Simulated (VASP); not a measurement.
# Hf (P6/mmm) in VASP: notebook, part 2 of 2

VASP 6.6.1. The steps go on from the part before.

## Step 3: Single point, r2SCAN (volume scaled by 1.08)

File POSCAR:

```
Hf
1.0
    5.1016792247      0.0000000000      0.0000000000
   -2.5508396123      4.4181838106      0.0000000000
    0.0000000000      0.0000000000      3.1715692193
Hf
3
Direct
    0.0000000000      0.0000000000      0.0000000000
    0.3333333333      0.6666666667      0.5000000000
    0.6666666667      0.3333333333      0.5000000000
```

File INCAR.step1:

```
PREC     = Accurate       # precision mode
ENCUT    = 520            # plane-wave cutoff, eV
ISMEAR   = -1             # smearing method
SIGMA    = 0.1            # smearing width, eV
LREAL    = False          # projectors in reciprocal space
LASPH    = True           # aspherical terms in the spheres
NELM     = 100            # most SCF steps
NBANDS   = 22             # bands
GGA      = PE             # functional
ALGO     = Normal         # electronic algorithm
EDIFF    = 1E-4           # SCF threshold, eV
LWAVE    = True           # write WAVECAR
LCHARG   = False          # write CHGCAR
```

File INCAR.step2:

```
PREC     = Accurate       # precision mode
ENCUT    = 520            # plane-wave cutoff, eV
EDIFF    = 1E-6           # SCF threshold, eV
ISMEAR   = -1             # smearing method
SIGMA    = 0.1            # smearing width, eV
LREAL    = False          # projectors in reciprocal space
LASPH    = True           # aspherical terms in the spheres
NELM     = 100            # most SCF steps
ALGO     = Normal         # electronic algorithm
ISIF     = 2              # what is computed and relaxed
LWAVE    = False          # write WAVECAR
LCHARG   = True           # write CHGCAR
METAGGA  = R2SCAN         # meta-GGA
LMIXTAU  = True         
LELF     = True           # ELF
LVHAR    = True         
NBANDS   = 22             # bands
ISTART   = 1
```

File KPOINTS:

```
Automatic mesh
0
Gamma
  8 8 11
```

Potentials or basis: VASP PAW PBE potentials, release 64 (Hf_pv).

The run is started by

```bash
$ cat potpaw_PBE.64/Hf_pv/POTCAR > POTCAR
$ cp INCAR.step1 INCAR
$ mpirun -np 1 vasp_std > vasp.out
$ cp INCAR.step2 INCAR
$ mpirun -np 1 vasp_std > vasp.out
```

OUTCAR:

```text
PREC = Accurate
   ENCUT = 520
   EDIFF = 1E-6
   ISMEAR = -1
   LREAL = False
   LASPH = True
   NELM = 100
   ISIF = 2
   METAGGA = R2SCAN
   ISTART = 1

 ion  position               nearest neighbor table
   1  0.000  0.000  0.000-   2 3.35   3 3.35   2 3.35   3 3.35   3 3.35   3 3.35   2 3.35   2 3.35
                             3 3.35   3 3.35   2 3.35   2 3.35
   2  0.333  0.667  0.500-   3 2.95   3 2.95   3 2.95   1 3.35   1 3.35   1 3.35   1 3.35   1 3.35
                             1 3.35
   3  0.667  0.333  0.500-   2 2.95   2 2.95   2 2.95   1 3.35   1 3.35   1 3.35   1 3.35   1 3.35
                             1 3.35

  LATTYP: Found a hexagonal cell.
 ALAT       =     5.1016792247
 C/A-ratio  =     0.6216716261

  Lattice vectors:

 A1 = (   5.1016792247,   0.0000000000,   0.0000000000)
 A2 = (  -2.5508396123,   4.4181838106,   0.0000000000)
 A3 = (   0.0000000000,   0.0000000000,   3.1715692193)

Analysis of symmetry for initial positions (statically):
=====================================================================
 Subroutine PRICEL returns:
 Original cell was already a primitive cell.

 Routine SETGRP: Setting up the symmetry group for a
[... 164 lines left out ...]
  ext. energy  EPLUGINS =         0.00000000
  ---------------------------------------------------
  free energy    TOTEN  =      -135.23788798 eV

  energy without entropy =     -135.15605487  energy(sigma->0) =     -135.19697143

 E-fermi :   4.2137     XC(G=0): -11.8453

 val. band max:        4.2124826000   @ k =   0.2500   0.2500   0.3636
 cond. band min:       4.2137118635   @ k =   0.3750   0.2500   0.2727
 fundamental gap:      0.0012292636
 Fermi energy:         4.2136687146

 k-point     1 :       0.0000    0.0000    0.0000
  band No.  band energies     occupation
      1     -27.8153      2.00000
      2     -27.8153      2.00000
      3     -27.7367      2.00000
      4     -27.7367      2.00000
      5     -27.4872      2.00000
      6     -27.2855      2.00000
[... 589 lines left out ...]
     21       7.5270      0.00000
     22       8.0219      0.00000

 [... further k-points ...]
[... 5 lines left out ...]
  --------------------------------------------------------------------------------------
  -------------------------------------------------------------------------------------
  Total       -3.5278529     -3.5278529     -3.6261552     -0.0000000      0.0000000      0.0000000
  in kB      -79.0660283    -79.0660283    -81.2691746     -0.0000000      0.0000000      0.0000000
  external PRESSURE =     -79.8004104 kB  Pullay stress =       0.0000000 kB

 VOLUME and BASIS-vectors are now :
 -----------------------------------------------------------------------------
  energy-cutoff  :      520.00
  volume of cell :       71.49
      direct lattice vectors                 reciprocal lattice vectors
     5.101679225  0.000000000  0.000000000     0.196013892  0.113168673  0.000000000
    -2.550839612  4.418183811  0.000000000     0.000000000  0.226337346  0.000000000
     0.000000000  0.000000000  3.171569219     0.000000000  0.000000000  0.315301332

 POSITION                                       TOTAL-FORCE (eV/Angst)
 -----------------------------------------------------------------------------------
      0.00000      0.00000      0.00000        -0.000000      0.000000      0.000000
     -0.00000      2.94546      1.58578        -0.000000      0.000000      0.000000
      2.55084      1.47273      1.58578         0.000000      0.000000      0.000000
 -----------------------------------------------------------------------------------
    total drift:                                0.000000     -0.000000      0.000000

  FREE ENERGIE OF THE ION-ELECTRON SYSTEM (eV)
  ---------------------------------------------------
  free  energy   TOTEN  =      -135.2378879781 eV

  energy  without entropy=     -135.1560548745  energy(sigma->0) =     -135.19697143
```

OUTCAR.step1:

```text
PREC = Accurate
   ENCUT = 520
   ISMEAR = -1
   LREAL = False
   LASPH = True
   NELM = 100
[... 827 lines left out ...]
      0.00000      0.00000      0.00000         0.000000      0.000000     -0.000000
     -0.00000      2.94546      1.58578        -0.000000      0.000000      0.000000
      2.55084      1.47273      1.58578        -0.000000      0.000000     -0.000000
 -----------------------------------------------------------------------------------
    total drift:                                0.000000     -0.000000      0.000000

  FREE ENERGIE OF THE ION-ELECTRON SYSTEM (eV)
  ---------------------------------------------------
  free  energy   TOTEN  =       -29.5834900725 eV

  energy  without entropy=      -29.4895378341  energy(sigma->0) =      -29.53651395
```

OSZICAR.step1:

```text
N       E                     dE             d eps       ncg     rms          rms(c)
DAV:   1     0.969061620049E+02    0.96906E+02   -0.16450E+04  2672   0.128E+03
DAV:   2    -0.252554254651E+02   -0.12216E+03   -0.11605E+03  3036   0.297E+02
DAV:   3    -0.307485393591E+02   -0.54931E+01   -0.51865E+01  3680   0.383E+01
DAV:   4    -0.308395769976E+02   -0.91038E-01   -0.90802E-01  3246   0.501E+00
DAV:   5    -0.308413357051E+02   -0.17587E-02   -0.17583E-02  3538   0.596E-01    0.750E+01
DAV:   6    -0.299029336057E+02    0.93840E+00   -0.91349E-01  2910   0.587E+00    0.434E+01
DAV:   7    -0.295987254752E+02    0.30421E+00   -0.15194E+00  2958   0.706E+00    0.271E+00
DAV:   8    -0.295843212962E+02    0.14404E-01   -0.10576E-01  3230   0.178E+00    0.815E-01
DAV:   9    -0.295836225330E+02    0.69876E-03   -0.70237E-03  3224   0.569E-01    0.455E-01
DAV:  10    -0.295834978844E+02    0.12465E-03   -0.90564E-04  3426   0.196E-01    0.139E-01
DAV:  11    -0.295834900725E+02    0.78119E-05   -0.51848E-05  2106   0.542E-02
   1 F= -.29583490E+02 E0= -.29536514E+02  d E =-.939522E-01
```

It took 2 min on 1 thread of Intel Xeon 6975P-C (Granite Rapids), shared host; peak memory 0.24 GiB.

What came out:

```
Free energy            : -135.2379 eV
Pressure               : -8.0 GPa
Band gap on the k mesh : zero (band 15 reaches 4.49 eV, above the bottom of band 16 at 3.69 eV)
```

Stress tensor (GPa, compression positive):
```
-7.91  0.00  0.00
 0.00 -7.91  0.00
 0.00  0.00 -8.13
```

Levels at points of the mesh, in eV from the Fermi level:
| k point | band 11 | band 12 | band 13 | band 14 | band 15 | band 16 | band 17 | band 18 | band 19 | band 20 |
| --- | --- | --- | --- | --- | --- | --- | --- | --- | --- | --- |
| (0.00, 0.00, 0.00) | -2.28 | -0.78 | -0.78 | -0.72 | -0.72 | -0.52 | 1.28 | 2.26 | 2.26 | 2.96 |
| (0.50, 0.00, 0.00) | -4.70 | -3.41 | -0.34 | -0.22 | -0.19 | 0.32 | 0.58 | 1.00 | 1.73 | 3.03 |

Caveat: the PAW data sets were made with another functional, which shifts forces and pressure a little; spin-orbit coupling is left out, which moves the levels of the heavy elements.

## Step 4: Single point, r2SCAN (volume scaled by 1.12)

File POSCAR:

```
Hf
1.0
    5.1639009572      0.0000000000      0.0000000000
   -2.5819504786      4.4720694116      0.0000000000
    0.0000000000      0.0000000000      3.2102507050
Hf
3
Direct
    0.0000000000      0.0000000000      0.0000000000
    0.3333333333      0.6666666667      0.5000000000
    0.6666666667      0.3333333333      0.5000000000
```

File INCAR.step1:

```
SYSTEM = Hf
PREC     = Accurate       ! precision mode
ENCUT    = 520            ! plane-wave cutoff, eV
ISMEAR   = -1             ! smearing method
SIGMA    = 0.1            ! smearing width, eV
LREAL    = .FALSE.        ! projectors in reciprocal space
LASPH    = .TRUE.         ! aspherical terms in the spheres
NELM     = 100            ! most SCF steps
NBANDS   = 22             ! bands
GGA      = PE             ! functional
ALGO     = Normal         ! electronic algorithm
EDIFF    = 1E-4           ! SCF threshold, eV
LWAVE    = .TRUE.         ! write WAVECAR
LCHARG   = .FALSE.        ! write CHGCAR
```

File INCAR.step2:

```
SYSTEM = Hf
PREC     = Accurate       ! precision mode
ENCUT    = 520            ! plane-wave cutoff, eV
EDIFF    = 1E-6           ! SCF threshold, eV
ISMEAR   = -1             ! smearing method
SIGMA    = 0.1            ! smearing width, eV
LREAL    = .FALSE.        ! projectors in reciprocal space
LASPH    = .TRUE.         ! aspherical terms in the spheres
NELM     = 100            ! most SCF steps
ALGO     = Normal         ! electronic algorithm
ISIF     = 2              ! what is computed and relaxed
LWAVE    = .FALSE.        ! write WAVECAR
LCHARG   = .FALSE.        ! write CHGCAR
METAGGA  = R2SCAN         ! meta-GGA
LMIXTAU  = .TRUE.       
NBANDS   = 22             ! bands
ISTART   = 1
```

File KPOINTS:

```
regular mesh
0
G
  8 8 11
  0 0 0
```

The run is started by

```bash
$ cat potpaw_PBE.64/Hf_pv/POTCAR > POTCAR
$ cp INCAR.step1 INCAR
$ mpirun -np 1 vasp_std > vasp.out
$ cp INCAR.step2 INCAR
$ mpirun -np 1 vasp_std > vasp.out
```

It took 2 min on 1 thread of Intel Xeon 6975P-C (Granite Rapids), shared host; peak memory 0.24 GiB.

Results (log left out):

| Item | Value |
| --- | --- |
| Free energy | -135.0819 eV |
| Pressure | -10.8 GPa |
| Band gap on the k mesh | zero (band 15 reaches 4.26 eV, above the bottom of band 16 at 3.45 eV) |

Stress tensor (GPa, compression positive):
```
-10.72   0.00   0.00
  0.00 -10.72   0.00
  0.00   0.00 -11.01
```

Levels at points of the mesh, in eV from the Fermi level:
| k point | band 11 | band 12 | band 13 | band 14 | band 15 | band 16 | band 17 | band 18 | band 19 | band 20 |
| --- | --- | --- | --- | --- | --- | --- | --- | --- | --- | --- |
| (0.00, 0.00, 0.00) | -2.17 | -0.77 | -0.77 | -0.72 | -0.72 | -0.53 | 1.24 | 2.20 | 2.20 | 2.87 |
| (0.50, 0.00, 0.00) | -4.66 | -3.30 | -0.29 | -0.19 | -0.15 | 0.34 | 0.48 | 0.98 | 1.71 | 2.94 |

Caveat: the PAW data sets were made with another functional, which shifts forces and pressure a little; spin-orbit coupling is left out, which moves the levels of the heavy elements.

## Step 5: Summary

```csv
cell,gap on the mesh (eV),pressure (GPa)
"a = 5.038, b = 5.038, c = 3.132 Å, angles 90.0, 90.0, 120.0°, 3 atoms",none,-4.6
"a = 5.102, b = 5.102, c = 3.172 Å, angles 90.0, 90.0, 120.0°, 3 atoms",none,-8.0
"a = 5.164, b = 5.164, c = 3.210 Å, angles 90.0, 90.0, 120.0°, 3 atoms",none,-10.8
```

Alike in all rows: task single point; level r2SCAN; potentials or basis VASP PAW PBE potentials, release 64 (Hf_pv); no spin polarisation; k mesh 8 × 8 × 11; cutoff (eV) 520; smearing fermi-dirac 0.1 eV.

Caveats: the PAW data sets were made with another functional, which shifts forces and pressure a little; spin-orbit coupling is left out, which moves the levels of the heavy elements.

Total energies depend on the potentials used, so only differences within one code and one set of settings carry meaning.
